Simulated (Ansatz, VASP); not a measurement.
# One calculation of AlN, two programs

The input INCAR:

```
SYSTEM = AlN
  PREC = Accurate
  ENCUT = 520
  EDIFF = 1E-6
  ISMEAR = 0
  SIGMA = 0.02
  LREAL = .False.
  LASPH = .True.
  NELM = 100
  ALGO = Normal
  ISIF = 2
  LWAVE = .False.
  LCHARG = .False.
  GGA = PE
  IBRION = 2
  NSW = 60
  EDIFFG = -0.008
```

KPOINTS

```
Automatic mesh
0
Gamma
  12 12 6
  0 0 0
```

File POSCAR:

```
AlN
1.0
    3.2241146724      0.0000000000      0.0000000000
   -1.6120573362      2.7921652110      0.0000000000
    0.0000000000      0.0000000000      5.1685846222
Al N
2 2
Direct
    0.6666666667      0.3333333333      0.4993721933
    0.3333333333      0.6666666667      0.9993721933
    0.6666666667      0.3333333333      0.8806278067
    0.3333333333      0.6666666667      0.3806278067
```

Input for Ansatz:

```yaml
crystal:
  lattice:
    - [3.2241146724, 0.0, 0.0]
    - [-1.6120573362, 2.792165211, 0.0]
    - [0.0, 0.0, 5.1685846222]
  atoms:
    - { symbol: Al, position: [0.6666666667, 0.3333333333, 0.4993721933] }
    - { symbol: Al, position: [0.3333333333, 0.6666666667, 0.9993721933] }
    - { symbol: "N", position: [0.6666666667, 0.3333333333, 0.8806278067] }
    - { symbol: "N", position: [0.3333333333, 0.6666666667, 0.3806278067] }
basis:
  ecutwfc: 420
kpoints:
  mp_grid: { grid: [12, 12, 6] }
hamiltonian:
  xc: pbe
scf:
  occupations: { method: gaussian, width: 0.02 }
output:
  forces: true
  stress: true
  eigenvalues: true
relax:
  adjacent_minimum: "off"
  f_tol: 0.008
  max_steps: 40
```

Change from the starting cell: equal strain along all axes, cell held, atoms relaxed: +3.0 %.

Alike in both runs: task relaxation of the atoms; functional PBE; k mesh 12 × 12 × 6; occupations gaussian, width 0.02 eV; no spin polarisation.

|  | VASP | Ansatz |
| --- | --- | --- |
| version | VASP 6.6.1 | Ansatz 0.2.0 |
| potentials or method | VASP PAW PBE potentials, release 64 (Al, N), cutoff 520 eV | scalar-relativistic, plane waves, PAW |
| valence electrons in the cell | 16 | 16 |

```csv
,VASP,Ansatz,Ansatz less VASP
"gap on the k mesh at the Fermi level, each at its own relaxed structure (eV)",3.30,3.30,-0.003
```

Ansatz's warnings: stress scf threshold loose.
